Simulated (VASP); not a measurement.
# YSi2Ru2 (I4/mmm) in VASP: single point with LDA

Aim: the single point of YSi2Ru2 with LDA.

All numbers are computed with VASP 6.6.1; they aren't measurements. Logs are shortened: lines on timing, memory, paths and dates and some standing lists are left out, and cuts for length are marked.

**1. The cell of the first run**

It takes space group I4/mmm (No. 139, tetragonal). The conventional cell has a = 4.105 Å, b = 4.105 Å, c = 9.442 Å, α = 90.00°, β = 90.00°, γ = 90.00°. Within 4.2 Å of Y (site symmetry 4/mmm) lie 8 Ru at 3.13 Å and 10 Si at 3.16 to 3.49 Å and 4 Y at 4.11 Å. Ru (site symmetry -4m2) has 4 Si at 2.34 Å and 4 Ru at 2.90 Å and 4 Y at 3.13 Å within 3.2 Å. Within 3.2 Å of Si (site symmetry 4mm) lie 4 Ru at 2.34 Å and 1 Si at 2.47 Å and 4 Y at 3.16 Å.

**2. Single point, LDA, non-collinear spin, zero start, spin-orbit coupling**

The input, INCAR:

```
SYSTEM = YSi2Ru2
PREC = Accurate ; ENCUT = 500
EDIFF = 1E-6 ; ISMEAR = 1
SIGMA = 0.0339 ; LREAL = .FALSE.
LASPH = .TRUE. ; NELM = 200
ALGO = Normal ; ISIF = 2
LWAVE = .FALSE. ; LCHARG = .TRUE.
MAGMOM = 0 0 0 0 0 0 0 0 0 0 0 0 0 0 0 ; LORBIT = 11
LSORBIT = .TRUE. ; GGA_COMPAT = .FALSE.
LORBMOM = .TRUE. ; LMAXMIX = 4
GGA = CA ; LVHAR = .TRUE.
NBANDS = 62
```

The input, KPOINTS:

```
Automatic mesh
0
G
  6 6 6
  0 0 0
```

The input, POSCAR:

```
YSi2Ru2
1.0
    0.0000000000      4.1054465008     -0.0000002136
    4.1054465008      0.0000000000     -0.0000002136
    2.0527230048      2.0527230048     -4.7208797981
Y Ru Si
1 2 2
Direct
    0.0000000000      0.0000000000      0.0000000000
    0.7500000000      0.2500000000      0.5000000000
    0.2500000000      0.7500000000      0.5000000000
    0.3691298138      0.3691298138      0.2617403724
    0.6308701862      0.6308701862      0.7382596276
```

Potentials or basis: VASP PAW LDA potentials, release 64 (Y_sv, Ru_pv, Si).

Command:

```console
cat potpaw_LDA.64/Y_sv/POTCAR potpaw_LDA.64/Ru_pv/POTCAR potpaw_LDA.64/Si/POTCAR > POTCAR
mpirun -np 1 vasp_ncl > vasp.out
```

OUTCAR:

```text
SYSTEM = YSi2Ru2
   PREC = Accurate
   ENCUT = 500
   EDIFF = 1E-6
   ISMEAR = 1
   LREAL = .FALSE.
   LASPH = .TRUE.
   NELM = 200
   ISIF = 2
   LORBIT = 11
   LSORBIT = .TRUE.
   GGA = CA

 ion  position               nearest neighbor table
   1  0.000  0.000  0.000-   2 3.13   3 3.13   2 3.13   3 3.13   2 3.13   3 3.13   2 3.13   3 3.13
                             5 3.16   4 3.16   4 3.16   5 3.16   4 3.16   5 3.16   5 3.16   4 3.16
   2  0.750  0.250  0.500-   4 2.34   5 2.34   5 2.34   4 2.34   3 2.90   3 2.90   3 2.90   3 2.90
                             1 3.13   1 3.13   1 3.13   1 3.13
   3  0.250  0.750  0.500-   4 2.34   5 2.34   5 2.34   4 2.34   2 2.90   2 2.90   2 2.90   2 2.90
                             1 3.13   1 3.13   1 3.13   1 3.13
   4  0.369  0.369  0.262-   3 2.34   2 2.34   2 2.34   3 2.34   5 2.47   1 3.16   1 3.16   1 3.16
                             1 3.16   1 3.49
   5  0.631  0.631  0.738-   3 2.34   2 2.34   2 2.34   3 2.34   4 2.47   1 3.16   1 3.16   1 3.16
                             1 3.16   1 3.49

  LATTYP: Found a body centered tetragonal cell.
 ALAT       =     4.1054465008
 C/A-ratio  =     2.2998129843

  Lattice vectors:

 A1 = (  -2.0527230048,   2.0527234960,   4.7208795845)
 A2 = (   2.0527234960,  -2.0527230048,   4.7208795845)
 A3 = (   2.0527230048,   2.0527230048,  -4.7208797981)

Analysis of symmetry for initial positions (statically):
=====================================================================
 Subroutine PRICEL returns:
 Original cell was already a primitive cell.

 Routine SETGRP: Setting up the symmetry group for a
 body centered tetragonal supercell.

 Subroutine GETGRP returns: Found 16 space group operations
 (whereof 16 operations were pure point group operations)
 out of a pool of 16 trial point group operations.

The static configuration has the point symmetry D_4h.

Analysis of symmetry for dynamics (positions and initial velocities):
=====================================================================
 Subroutine PRICEL returns:
 Original cell was already a primitive cell.

 Routine SETGRP: Setting up the symmetry group for a
 body centered tetragonal supercell.

 Subroutine GETGRP returns: Found 16 space group operations
 (whereof 16 operations were pure point group operations)
 out of a pool of 16 trial point group operations.

The dynamic configuration has the point symmetry D_4h.

Analysis of structural, dynamic, and magnetic symmetry:
=====================================================================
 Subroutine PRICEL returns:
 Original cell was already a primitive cell.

 Routine SETGRP: Setting up the symmetry group for a
 body centered tetragonal supercell.

 Subroutine GETGRP returns: Found 16 space group operations
 (whereof 16 operations were pure point group operations)
 out of a pool of 16 trial point group operations.

The overall configuration has the point symmetry D_4h.

 Subroutine INISYM returns: Found 16 space group operations
 (whereof 16 operations are pure point group operations),
 and found     1 'primitive' translations

----------------------------------------------------------------------------------------

                                     Primitive cell

  volume of cell :      79.5690

  direct lattice vectors                    reciprocal lattice vectors
     0.000000000  4.105446501 -0.000000214     0.000000006  0.243578871  0.105912454
     4.105446501  0.000000000 -0.000000214     0.243578871  0.000000006  0.105912454
     2.052723005  2.052723005 -4.720879798    -0.000000011 -0.000000011 -0.211824933

  length of vectors
[... 149 lines left out ...]
      1     -35.4260      1.00000
      2     -35.4260      1.00000
      3     -35.2952      1.00000
      4     -35.2952      1.00000
      5     -33.1330      1.00000
      6     -33.1330      1.00000
[... 1477 lines left out ...]
     58      12.2895      0.00000
     59      12.8842      0.00000

 [... further k-points ...]

 [bands above 59 left out]

------------------------ aborting loop because EDIFF is reached ----------------------------------------

  FORCE on cell =-STRESS in cart. coord.  units (eV):
  Direction    XX          YY          ZZ          XY          YZ          ZX
  --------------------------------------------------------------------------------------
  -------------------------------------------------------------------------------------
  Total        0.2940126      0.2940126      0.0788335      0.0000000     -0.0000000     -0.0000000
  in kB        5.9201522      5.9201522      1.5873675      0.0000000     -0.0000002     -0.0000002
  external PRESSURE =       4.4758906 kB  Pullay stress =       0.0000000 kB

 VOLUME and BASIS-vectors are now :
 -----------------------------------------------------------------------------
  energy-cutoff  :      500.00
  volume of cell :       79.57
      direct lattice vectors                 reciprocal lattice vectors
     0.000000000  4.105446501 -0.000000214     0.000000006  0.243578871  0.105912454
     4.105446501  0.000000000 -0.000000214     0.243578871  0.000000006  0.105912454
     2.052723005  2.052723005 -4.720879798    -0.000000011 -0.000000011 -0.211824933

 POSITION                                       TOTAL-FORCE (eV/Angst)
 -----------------------------------------------------------------------------------
      0.00000      0.00000      0.00000        -0.000000     -0.000000      0.000000
      2.05272      4.10545     -2.36044         0.000000      0.000000      0.000000
      4.10545      2.05272     -2.36044        -0.000000     -0.000000      0.000000
      2.05272      2.05272     -1.23564         0.000000      0.000000      0.033681
      4.10545      4.10545     -3.48524        -0.000000     -0.000000     -0.033681
 -----------------------------------------------------------------------------------
    total drift:                                0.000000      0.000000      0.000000

  FREE ENERGIE OF THE ION-ELECTRON SYSTEM (eV)
  ---------------------------------------------------
  free  energy   TOTEN  =       -45.2861613710 eV

  energy  without entropy=      -45.2862172191  energy(sigma->0) =      -45.28617999

 orbital moment (x)

 # of ion     p       d       f       tot
 ------------------------------------------------
  1        -0.000  -0.000  -0.000  -0.000
  2         0.000   0.000   0.000   0.000
  3         0.000   0.000   0.000   0.000
  4        -0.000   0.000   0.000  -0.000
  5        -0.000   0.000   0.000  -0.000
 ------------------------------------------------
            0.000   0.000  -0.000   0.000

 orbital moment (y)

 # of ion     p       d       f       tot
 ------------------------------------------------
  1         0.000   0.000   0.000   0.000
  2        -0.000  -0.000   0.000  -0.000
  3        -0.000  -0.000   0.000  -0.000
  4         0.000   0.000   0.000   0.000
  5         0.000   0.000   0.000   0.000
 ------------------------------------------------
            0.000  -0.000   0.000  -0.000

 orbital moment (z)

 # of ion     p       d       f       tot
 ------------------------------------------------
  1         0.000   0.000   0.000   0.000
  2         0.000   0.000   0.000   0.000
  3         0.000   0.000   0.000   0.000
  4         0.000   0.000   0.000   0.000
  5         0.000   0.000   0.000   0.000
 ------------------------------------------------
            0.000   0.000   0.000   0.000

 Spin-Orbit-Coupling matrix elements

 Ion:    1  E_soc:     -0.1040825
 l=   1
     0.0000000    -0.0170500    -0.0170035
    -0.0170500     0.0000000    -0.0170500
    -0.0170035    -0.0170500     0.0000000
 l=   2
     0.0000000    -0.0000772     0.0000000    -0.0000772    -0.0002044
    -0.0000772     0.0000000    -0.0001847    -0.0000885    -0.0000605
     0.0000000    -0.0001847     0.0000000    -0.0001847     0.0000000
    -0.0000772    -0.0000885    -0.0001847     0.0000000    -0.0000605
    -0.0002044    -0.0000605     0.0000000    -0.0000605     0.0000000
 l=   3
     0.0000000    -0.0000000     0.0000000     0.0000000     0.0000000     0.0000000     0.0000000
    -0.0000000     0.0000000     0.0000000     0.0000000     0.0000000     0.0000000    -0.0000000
     0.0000000     0.0000000     0.0000000    -0.0000000     0.0000000     0.0000000     0.0000000
     0.0000000     0.0000000    -0.0000000     0.0000000    -0.0000000     0.0000000     0.0000000
[... 69 lines left out ...]
 l=   2
     0.0000000     0.0000000     0.0000000     0.0000000     0.0000000
     0.0000000     0.0000000     0.0000000     0.0000000     0.0000000
     0.0000000     0.0000000     0.0000000     0.0000000     0.0000000
     0.0000000     0.0000000     0.0000000     0.0000000     0.0000000
     0.0000000     0.0000000     0.0000000     0.0000000     0.0000000
 l=   3
     0.0000000     0.0000000     0.0000000     0.0000000     0.0000000     0.0000000     0.0000000
     0.0000000     0.0000000     0.0000000     0.0000000     0.0000000     0.0000000     0.0000000
     0.0000000     0.0000000     0.0000000     0.0000000     0.0000000     0.0000000     0.0000000
     0.0000000     0.0000000     0.0000000     0.0000000     0.0000000     0.0000000     0.0000000
     0.0000000     0.0000000     0.0000000     0.0000000     0.0000000     0.0000000     0.0000000
     0.0000000     0.0000000     0.0000000     0.0000000     0.0000000     0.0000000     0.0000000
     0.0000000     0.0000000     0.0000000     0.0000000     0.0000000     0.0000000     0.0000000

 total charge

# of ion       s       p       d       f       tot
--------------------------------------------------
    1        2.195   6.402   0.993   0.046   9.636
    2        0.373   6.302   6.256   0.000  12.931
    3        0.373   6.302   6.256   0.000  12.931
    4        0.767   0.960   0.000   0.000   1.727
    5        0.767   0.960   0.000   0.000   1.727
--------------------------------------------------
tot          4.476  20.926  13.505   0.046  38.952

 magnetization (x)

# of ion       s       p       d       f       tot
--------------------------------------------------
    1        0.000   0.000   0.000   0.000   0.000
    2        0.000   0.000   0.000   0.000   0.000
    3        0.000   0.000   0.000   0.000   0.000
    4        0.000   0.000   0.000   0.000   0.000
    5        0.000   0.000   0.000   0.000   0.000
--------------------------------------------------
tot          0.000   0.000   0.000   0.000   0.000

 magnetization (y)

# of ion       s       p       d       f       tot
--------------------------------------------------
    1        0.000   0.000   0.000   0.000   0.000
    2        0.000   0.000   0.000   0.000   0.000
    3        0.000   0.000   0.000   0.000   0.000
    4        0.000   0.000   0.000   0.000   0.000
    5        0.000   0.000   0.000   0.000   0.000
--------------------------------------------------
tot          0.000   0.000   0.000   0.000   0.000

 magnetization (z)

# of ion       s       p       d       f       tot
--------------------------------------------------
    1        0.000   0.000   0.000   0.000   0.000
    2        0.000   0.000   0.000   0.000   0.000
    3        0.000   0.000   0.000   0.000   0.000
    4        0.000   0.000   0.000   0.000   0.000
    5        0.000   0.000   0.000   0.000   0.000
--------------------------------------------------
tot          0.000   0.000   0.000   0.000   0.000
```

Run time: 5.5 min. Hardware: 1 thread of Intel Xeon Platinum 8259CL at 2.50GHz (Skylake/Cascade Lake), shared host; peak memory 0.4 GiB.

Results:

```yaml
Free_energy: -45.2862 eV
Pressure: 0.4 GPa
Largest_force: 0.034 eV/Å
Net_moment: 0.00 μB per cell
Valence_electrons_inside_the_program's_atomic_spheres: Y 9.64; Ru 12.93; Si 1.73
```

Forces in eV/Å, atoms in the order of the input:
```
Y    0.000  0.000  0.000
Ru   0.000  0.000  0.000
Ru   0.000  0.000  0.000
Si   0.000  0.000  0.034
Si   0.000  0.000 -0.034
```

Moments on the atoms (μB; x, y, z):
```
Y   0.00 0.00 0.00
Ru  0.00 0.00 0.00
Ru  0.00 0.00 0.00
Si  0.00 0.00 0.00
Si  0.00 0.00 0.00
```
